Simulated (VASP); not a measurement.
# CdSb3O (P4/mmm) in VASP: a series of runs

CdSb3O is run at these levels: PBE; tasks: relaxation of cell and atoms, single point.

Everything below comes from runs of VASP 6.6.1. Logs are shortened: lines on timing, memory, paths and dates and some standing lists are left out, and cuts for length are marked.

## (1) The cell of the first run

Symmetry: P4/mmm, No. 123, tetragonal system. The conventional cell has a = 4.296 Å, b = 4.296 Å, c = 6.951 Å, α = 90.00°, β = 90.00°, γ = 90.00°. Within 2.5 Å of Cd (site symmetry 4/mmm) lie 2 Sb at 1.88 Å. Within 4.0 Å of Sb (site symmetry 4/mmm) lie 4 O at 3.04 Å and 8 Sb at 3.43 Å. Within 2.1 Å of Sb (site symmetry 4mm) lie 1 O at 1.60 Å and 1 Cd at 1.88 Å. O (site symmetry 4/mmm) has 2 Sb at 1.60 Å within 2.1 Å.

## (2) Relaxation of cell and atoms, PBE

INCAR reads:

```
  PREC = Accurate
  ENCUT = 600
  EDIFF = 1E-6
  ISMEAR = 0
  SIGMA = 0.1
  LREAL = False
  LASPH = True
  NELM = 100
  ALGO = Normal
  ISIF = 3
  LWAVE = False
  LCHARG = False
  GGA = PE
  IBRION = 2
  NSW = 90
  EDIFFG = -0.04
```

KPOINTS reads:

```
Automatic mesh
0
Gamma
  4 4 4
```

POSCAR reads:

```
CdSb3O
1.0
    4.2955708200      0.0000000000      0.0000000000
    0.0000000000      4.2955708200      0.0000000000
    0.0000000000      0.0000000000      6.9507062200
Cd Sb O
1 3 1
Direct
    0.5000000000      0.5000000000      0.0000000000
    0.0000000000      0.0000000000      0.5000000000
    0.5000000000      0.5000000000      0.2704450900
    0.5000000000      0.5000000000      0.7295549100
    0.5000000000      0.5000000000      0.5000000000
```

Potentials or basis: VASP PAW PBE potentials, release 64 (Cd, Sb, O).

The run is started by

```bash
> cat potpaw_PBE.64/Cd/POTCAR potpaw_PBE.64/Sb/POTCAR potpaw_PBE.64/O/POTCAR > POTCAR
> mpirun -np 1 vasp_std > vasp.out
```

OUTCAR:

```text
PREC = Accurate
   ENCUT = 600
   EDIFF = 1E-6
   ISMEAR = 0
   LREAL = False
   LASPH = True
   NELM = 100
   ISIF = 3
   GGA = PE
   IBRION = 2
   NSW = 90
   EDIFFG = -0.04

 ion  position               nearest neighbor table
   1  0.500  0.500  0.000-   3 1.88   4 1.88
   2  0.000  0.000  0.500-   3 3.43   4 3.43   3 3.43   4 3.43   3 3.43   4 3.43   3 3.43   4 3.43

   3  0.500  0.500  0.270-   5 1.60   1 1.88   4 3.19   2 3.43   2 3.43   2 3.43   2 3.43   4 3.76

   4  0.500  0.500  0.730-   5 1.60   1 1.88   3 3.19   2 3.43   2 3.43   2 3.43   2 3.43   3 3.76

   5  0.500  0.500  0.500-   3 1.60   4 1.60

 -----------------------------------------------------------------------------
|                                                                             |
|           W    W    AA    RRRRR   N    N  II  N    N   GGGG   !!!           |
|           W    W   A  A   R    R  NN   N  II  NN   N  G    G  !!!           |
|           W    W  A    A  R    R  N N  N  II  N N  N  G       !!!           |
|           W WW W  AAAAAA  RRRRR   N  N N  II  N  N N  G  GGG   !            |
|           WW  WW  A    A  R   R   N   NN  II  N   NN  G    G                |
|           W    W  A    A  R    R  N    N  II  N    N   GGGG   !!!           |
|                                                                             |
|     The distance between some ions is very small. Please check the          |
|     nearest-neighbor list in the OUTCAR file.                               |
|     I HOPE YOU KNOW WHAT YOU ARE DOING!                                     |
|                                                                             |
 -----------------------------------------------------------------------------

  LATTYP: Found a simple tetragonal cell.
 ALAT       =     4.2955708200
 C/A-ratio  =     1.6181100280

  Lattice vectors:

 A1 = (   4.2955708200,   0.0000000000,   0.0000000000)
 A2 = (   0.0000000000,   4.2955708200,   0.0000000000)
 A3 = (   0.0000000000,   0.0000000000,   6.9507062200)

Analysis of symmetry for initial positions (statically):
=====================================================================
 Subroutine PRICEL returns:
 Original cell was already a primitive cell.

 Routine SETGRP: Setting up the symmetry group for a
 simple tetragonal supercell.

 Subroutine GETGRP returns: Found 16 space group operations
 (whereof 16 operations were pure point group operations)
 out of a pool of 16 trial point group operations.

The static configuration has the point symmetry D_4h.

Analysis of symmetry for dynamics (positions and initial velocities):
=====================================================================
 Subroutine PRICEL returns:
 Original cell was already a primitive cell.

 Routine SETGRP: Setting up the symmetry group for a
 simple tetragonal supercell.

 Subroutine GETGRP returns: Found 16 space group operations
 (whereof 16 operations were pure point group operations)
 out of a pool of 16 trial point group operations.

The dynamic configuration has the point symmetry D_4h.

 Subroutine INISYM returns: Found 16 space group operations
 (whereof 16 operations are pure point group operations),
 and found     1 'primitive' translations

----------------------------------------------------------------------------------------

                                     Primitive cell

  volume of cell :     128.2539

  direct lattice vectors                    reciprocal lattice vectors
     4.295570820  0.000000000  0.000000000     0.232797931  0.000000000  0.000000000
     0.000000000  4.295570820  0.000000000     0.000000000  0.232797931  0.000000000
     0.000000000  0.000000000  6.950706220     0.000000000  0.000000000  0.143870273

  length of vectors
     4.295570820  4.295570820  6.950706220     0.232797931  0.232797931  0.143870273

  position of ions in fractional coordinates (direct lattice)
     0.500000000  0.500000000  0.000000000
     0.000000000  0.000000000  0.500000000
     0.500000000  0.500000000  0.270445090
     0.500000000  0.500000000  0.729554910
     0.500000000  0.500000000  0.500000000

  ion indices of the primitive-cell ions
   primitive index   ion index
                 1           1
                 2           2
                 3           3
                 4           4
                 5           5

----------------------------------------------------------------------------------------

 KPOINTS: Automatic mesh

Automatic generation of k-mesh.
 Grid dimensions read from file:
 generate k-points for:    4    4    4

 Generating k-lattice:

  Cartesian coordinates                     Fractional coordinates (reciprocal lattice)
     0.058199483  0.000000000  0.000000000     0.250000000  0.000000000  0.000000000
     0.000000000  0.058199483  0.000000000     0.000000000  0.250000000  0.000000000
     0.000000000  0.000000000  0.035967568     0.000000000  0.000000000  0.250000000

  Length of vectors
     0.058199483  0.058199483  0.035967568

  Shift w.r.t. Gamma in fractional coordinates (k-lattice)
     0.000000000  0.000000000  0.000000000

 Subroutine IBZKPT returns following result:
 ===========================================

 Found     18 irreducible k-points:

 Following reciprocal coordinates:
            Coordinates               Weight
  0.000000  0.000000  0.000000      1.000000
  0.250000  0.000000  0.000000      4.000000
  0.500000  0.000000  0.000000      2.000000
  0.250000  0.250000  0.000000      4.000000
  0.500000  0.250000  0.000000      4.000000
  0.500000  0.500000  0.000000      1.000000
[... 10 lines left out ...]
  0.500000  0.250000  0.500000      4.000000
  0.500000  0.500000  0.500000      1.000000
   k-points           NKPTS =     18   k-points in BZ     NKDIM =     18   number of bands    NBANDS=     20
   number of dos      NEDOS =    301   number of ions     NIONS =      5
   total plane-waves  NPLWV =  72576
   dimension x,y,z NGX =    36 NGY =   36 NGZ =   56
   dimension x,y,z NGXF=    72 NGYF=   72 NGZF=  112
   ions per type =               1   3   1
   NGX,Y,Z   is equivalent  to a cutoff of  13.93, 13.93, 13.39 a.u.
   NGXF,Y,Z  is equivalent  to a cutoff of  27.87, 27.87, 26.79 a.u.
 SYSTEM =  unknown system
   PREC   = accura    normal or accurate (medium, high low for compatibility)
   ISTART =      0    job   : 0-new  1-cont  2-samecut
   ICHARG =      2    charge: 1-file 2-atom 10-const
   ISPIN  =      1    spin polarized calculation?
   LNONCOLLINEAR =      F non collinear calculations
   LSORBIT =      F    spin-orbit coupling
   LASPH  =      T    aspherical Exc in radial PAW
   ENCUT  =  600.0 eV  44.10 Ry    6.64 a.u.   8.58  8.58 13.88*2*pi/ulx,y,z
   NELM   =    100;   NELMIN=  2; NELMDL= -5     # of ELM steps
   EDIFF  = 0.1E-05   stopping-criterion for ELM
   LREAL  =      F    real-space projection
   EDIFFG = -.4E-01   stopping-criterion for IOM
   NSW    =     90    number of steps for IOM
   IBRION =      2    ionic relax: 0-MD 1-quasi-New 2-CG
   NFREE  =      1    steps in history (QN), initial steepest desc. (CG)
   ISIF   =      3    stress and relaxation
   ISYM   =      2    0-nonsym 1-usesym 2-fastsym
   POTIM  = 0.5000    time-step for ionic-motion
   TEBEG  =    0.0;   TEEND  =   0.0 temperature during run
   PSTRESS=    0.0 pullay stress
   NELECT =      33.0000    total number of electrons
   NUPDOWN=      -1.0000    fix difference up-down
   EMIN   =  10.00;   EMAX   =-10.00  energy-range for DOS
   EFERMI =   0.00;   METHOD = LEGACY
   ISMEAR =     0;   SIGMA  =   0.10  broadening in eV -4-tet -1-fermi 0-gaus
   EFERMI_NEDOS =   21; number of points for ismear=-14 and -15
   IALGO  =     38    algorithm
   IMIX   =      4    mixing-type and parameters
     AMIX     =   0.40;   BMIX     =  1.00
     AMIX_MAG =   1.60;   BMIX_MAG =  1.00
  volume/ion in A,a.u.               =      25.65       173.10
  Fermi-wavevector in a.u.,A,eV,Ry     =   1.041252  1.967681 14.751519  1.084206
  Thomas-Fermi vector in A             =   2.175865
   LORBIT       =      0    0 simple, 1 ext, 2 COOP (PROOUT), +10 PAW based schemes
   GGA     = PE    functional components
   LHFCALC =     F    Hartree Fock is set to
   AEXX    =    0.0000 exact exchange contribution
   IVDW    =     0    specifies the selected vdW correction
   LEPSILON=     F    determine dielectric tensor
   LRPA    =     F    only Hartree local field effects (RPA)
 conjugate gradient relaxation of ions
 non-spin polarized calculation
 Gauss-broadening in eV      SIGMA  =   0.10
  energy-cutoff  :      600.00
  volume of cell :      128.25
 maximum number of plane-waves:      4308
 NGX is ok and might be reduce to    36
   NGX = 17   NGY = 17   NGZ = 27

--------------------------------------- Ionic step        1  -------------------------------------------

 number of electron      33.0000000 magnetization

 Free energy of the ion-electron system (eV)
  ---------------------------------------------------
  ext. energy  EPLUGINS =         0.00000000
  ---------------------------------------------------
  free energy    TOTEN  =         4.59582302 eV

  energy without entropy =        4.63479349  energy(sigma->0) =        4.61530825

------------------------ aborting loop because EDIFF is reached ----------------------------------------

  FORCE on cell =-STRESS in cart. coord.  units (eV):
  Direction    XX          YY          ZZ          XY          YZ          ZX
  --------------------------------------------------------------------------------------
  -------------------------------------------------------------------------------------
  Total        2.1275277      2.1275277    168.6539901      0.0000000     -0.0000000     -0.0000000
  in kB       26.5775593     26.5775593   2106.8640022      0.0000000     -0.0000000     -0.0000000
  external PRESSURE =     720.0063736 kB  Pullay stress =       0.0000000 kB
[... 1349 lines left out ...]
      4      -2.8512      2.00000
      5      -2.4380      2.00000
      6      -1.9040      2.00000
[... 12 lines left out ...]
     19       7.4490      0.00000
     20      10.0349      0.00000

[... ionic steps 4 to 26 ...]

--------------------------------------- Ionic step       27  -------------------------------------------

 number of electron      33.0000020 magnetization

------------------------ aborting loop because EDIFF is reached ----------------------------------------

  FORCE on cell =-STRESS in cart. coord.  units (eV):
  Direction    XX          YY          ZZ          XY          YZ          ZX
  --------------------------------------------------------------------------------------
  -------------------------------------------------------------------------------------
  Total        0.1343587      0.1343587      0.1732733      0.0000000      0.0000000     -0.0000000
  in kB        1.7533250      1.7533250      2.2611452      0.0000000      0.0000000     -0.0000000
  external PRESSURE =       1.9225984 kB  Pullay stress =       0.0000000 kB
[... 63 lines left out ...]
  energy  without entropy=      -17.3542296603  energy(sigma->0) =      -17.36491657

--------------------------------------- Ionic step       29  -------------------------------------------

 number of electron      33.0000017 magnetization

 Free energy of the ion-electron system (eV)
  ---------------------------------------------------
  ext. energy  EPLUGINS =         0.00000000
  ---------------------------------------------------
  free energy    TOTEN  =       -17.38487812 eV

  energy without entropy =      -17.36318758  energy(sigma->0) =      -17.37403285

 E-fermi :   5.7454     XC(G=0):  -9.8371

 val. band max:        5.6767343186   @ k =   0.5000   0.2500   0.2500
 cond. band min:       5.7484969553   @ k =   0.2500   0.2500   0.5000
 fundamental gap:      0.0717626367
 Fermi energy:         5.7454329719

 k-point     1 :       0.0000    0.0000    0.0000
  band No.  band energies     occupation
      1     -14.0481      2.00000
      2      -4.9935      2.00000
      3      -4.9696      2.00000
      4      -3.0944      2.00000
      5      -2.9937      2.00000
      6      -2.5987      2.00000
[... 435 lines left out ...]
  FREE ENERGIE OF THE ION-ELECTRON SYSTEM (eV)
  ---------------------------------------------------
  free  energy   TOTEN  =       -17.3848781239 eV

  energy  without entropy=      -17.3631875780  energy(sigma->0) =      -17.37403285

 reached required accuracy - stopping structural energy minimisation
```

It took 29 min on 1 thread of AMD EPYC 7R43 (Zen 3), shared host; peak memory 0.25 GiB.

Results:

```
Free energy                            : -17.3849 eV
Relaxed volume                         : 24.51 Å³/atom
Relaxed cell                           : a = 3.385 Å, b = 3.385 Å, c = 10.694 Å, α = 90.00°, β = 90.00°, γ = 90.00°
Space group after relaxing (to 0.05 Å) : P4/mmm (No. 123)
Energy gained by relaxing              : 4396.1 meV/atom
Ionic steps                            : 29
Pressure after relaxing                : 0.2 GPa
Largest force after relaxing           : 0.017 eV/Å
```

Forces in eV/Å, atoms in the order of the input:
```
Cd   0.000  0.000  0.000
Sb   0.000  0.000  0.000
Sb   0.000  0.000 -0.017
Sb   0.000  0.000  0.017
O    0.000  0.000  0.000
```

Step by step:
```
step  energy change (eV)  largest force (eV/Å)  pressure (GPa)  volume (Å³)
   1              0.0000                8.3312           72.00       128.25
   2              9.8104                1.9260          -26.64       350.93
   3            -18.6312                1.6814           -8.50       225.82
   4            -19.3456                1.2920           -7.09       215.94
   5            -20.1106                0.6007           -2.22       192.73
   6            -20.1113                0.4423           -2.60       194.04
   7            -20.5217                0.7141           -2.47       179.81
   8            -21.3049                1.7588            2.36       139.97
   9            -21.4723                1.0378            0.15       136.80
  10            -21.4889                0.9316           -0.39       135.74
  11            -21.4786                0.7574           -1.16       133.56
  12            -21.4933                0.8727           -0.66       135.13
  13            -21.6142                0.8827           -0.44       132.74
  14            -21.8826                0.6521            1.00       125.68
  15            -20.3938                3.8498           13.27       112.01
  16            -21.8601                0.7482            1.68       124.87
  17            -21.6870                0.4393            5.27       118.38
  18            -21.8669                0.6447            2.19       123.66
  19            -21.9337                0.1378            0.60       125.06
  20            -21.9397                0.0588            0.03       125.67
  21            -21.9588                0.0373           -0.38       125.74
  22            -21.9645                0.1486           -0.79       125.79
  23            -21.9647                0.1339           -0.74       125.79
  24            -21.9702                0.1773           -0.11       124.28
  25            -21.9708                0.1977            0.20       123.56
  26            -21.9741                0.1643            0.20       123.37
  27            -21.9800                0.0623            0.19       122.78
  28            -21.9714                0.1775            0.34       121.59
  29            -21.9807                0.0172            0.23       122.54
```

Final structure:
```
Cd Sb O
1.0
     3.38512    0.00000    0.00000
     0.00000    3.38512    0.00000
     0.00000    0.00000   10.69378
Cd Sb O
1 3 1
Direct
  0.50000 0.50000 0.00000
  0.00000 0.00000 0.50000
  0.50000 0.50000 0.26108
  0.50000 0.50000 0.73892
  0.50000 0.50000 0.50000
```

Caveat: the k points lie up to 0.46 Å⁻¹ apart in the final cell; spin-orbit coupling is left out, which moves the levels of the heavy elements; an odd number of electrons without spin polarisation forces a metal; a magnetic or distorted state may lie lower.

## (3) Single point, PBE

This run uses another cell than the first one, of 25.97 Å³/atom, 1.012 times its volume.

INCAR reads:

```
SYSTEM = CdSb3O
PREC = Accurate
ENCUT = 520
EDIFF = 1E-6
ISMEAR = 0
SIGMA = 0.1
LREAL = .FALSE.
LASPH = .TRUE.
NELM = 100
ALGO = Normal
ISIF = 2
LWAVE = .FALSE.
LCHARG = .TRUE.
GGA = PE
LELF = .TRUE.
LVHAR = .TRUE.
NBANDS = 24
```

KPOINTS reads:

```
Automatic mesh
0
G
  12 12 4
  0 0 0
```

POSCAR reads:

```
CdSb3O
1.0
    3.2644724904      0.0000000000      0.0000000000
    0.0000000000      3.2644724904      0.0000000000
    0.0000000000      0.0000000000     12.1834755101
Cd Sb O
1 3 1
Direct
    0.5000000000      0.5000000000      0.0000000000
    0.0000000000      0.0000000000      0.5000000000
    0.5000000000      0.5000000000      0.2309621669
    0.5000000000      0.5000000000      0.7690378331
    0.5000000000      0.5000000000      0.5000000000
```

Potentials or basis: VASP PAW PBE potentials, release 64 (Cd, Sb, O).

The run is started by

```bash
> cat potpaw_PBE.64/Cd/POTCAR potpaw_PBE.64/Sb/POTCAR potpaw_PBE.64/O/POTCAR > POTCAR
> mpirun -np 1 vasp_std > vasp.out
```

It took 4.1 min on 1 thread of AMD EPYC 7R43 (Zen 3), shared host; peak memory 0.36 GiB.

The run converged. Its results:

```yaml
Free_energy: -18.2629 eV
Pressure: -0.2 GPa
Largest_force: 0.020 eV/Å
```

Forces on the atoms (eV/Å):
```
Cd   0.000  0.000  0.000
Sb   0.000  0.000  0.000
Sb   0.000  0.000  0.020
Sb   0.000  0.000 -0.020
O    0.000  0.000  0.000
```

Stress tensor (GPa, compression positive):
```
-0.35  0.00  0.00
 0.00 -0.35  0.00
 0.00  0.00  0.00
```

Levels at points of the mesh, in eV from the Fermi level:
| k point | band 14 | band 15 | band 16 | band 17 | band 18 | band 19 | band 20 | band 21 |
| --- | --- | --- | --- | --- | --- | --- | --- | --- |
| (0.00, 0.00, 0.00) | -2.35 | 0.26 | 1.04 | 3.29 | 3.29 | 3.46 | 3.46 | 5.98 |
| (0.50, 0.00, 0.00) | -2.92 | -0.85 | -0.81 | -0.77 | -0.54 | -0.09 | 2.72 | 3.83 |
| (0.50, 0.50, 0.00) | -2.49 | -2.30 | -2.30 | -0.35 | 0.40 | 0.74 | 2.06 | 2.06 |
| (0.00, 0.00, 0.50) | -2.91 | -0.10 | 2.24 | 3.29 | 3.29 | 3.46 | 3.46 | 4.59 |
| (0.50, 0.00, 0.50) | -2.43 | -1.75 | -1.24 | -0.68 | 0.03 | 0.34 | 2.61 | 3.83 |
| (0.50, 0.50, 0.50) | -2.53 | -2.25 | -2.25 | -0.11 | 0.40 | 0.41 | 2.03 | 2.03 |

Caveat: spin-orbit coupling is left out, which moves the levels of the heavy elements; an odd number of electrons without spin polarisation forces a metal; a magnetic or distorted state may lie lower.
